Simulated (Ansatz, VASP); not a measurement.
## TiAl3 in VASP and in Ansatz

```
CELL_PARAMETERS angstrom
-3.95567 3.95567 0.00000
0.00000 3.95567 -3.95567
-3.95567 0.00000 -3.95567
ATOMIC_POSITIONS crystal
Ti 0.50000 0.50000 0.50000
Ti 0.00000 0.00000 0.00000
Al 0.50000 0.00000 0.00000
Al 0.00000 0.50000 0.50000
Al 0.50000 0.50000 0.00000
Al 0.00000 0.00000 0.50000
Al 0.00000 0.50000 0.00000
Al 0.50000 0.00000 0.50000
```

Alike in both runs: functional r2SCAN; k mesh 8 × 8 × 8; occupations gaussian, width 0.1 eV; no spin polarisation.

Ansatz relaxed the structure, and its values are those at the end. VASP's run is a single point on that final structure, the one shown.

|  | VASP | Ansatz |
| --- | --- | --- |
| version | VASP 6.6.1 | Ansatz 0.2.0 |
| potentials or method | VASP PAW PBE potentials, release 64 (Ti_sv, Al), cutoff 520 eV | scalar-relativistic, plane waves, PAW |
| valence electrons in the cell | 42 | 42 |

```csv
,VASP,Ansatz,Ansatz less VASP
gap on the k mesh at the Fermi level (eV),none,none,-
pressure (GPa),-0.1,0.0,+0.10
```

VASP's potentials were made for PBE, not for r2SCAN. A gap of «none» marks a metal or a gap that the smearing closes. With one functional, cell and mesh, what is left measures potentials, basis and numerics.
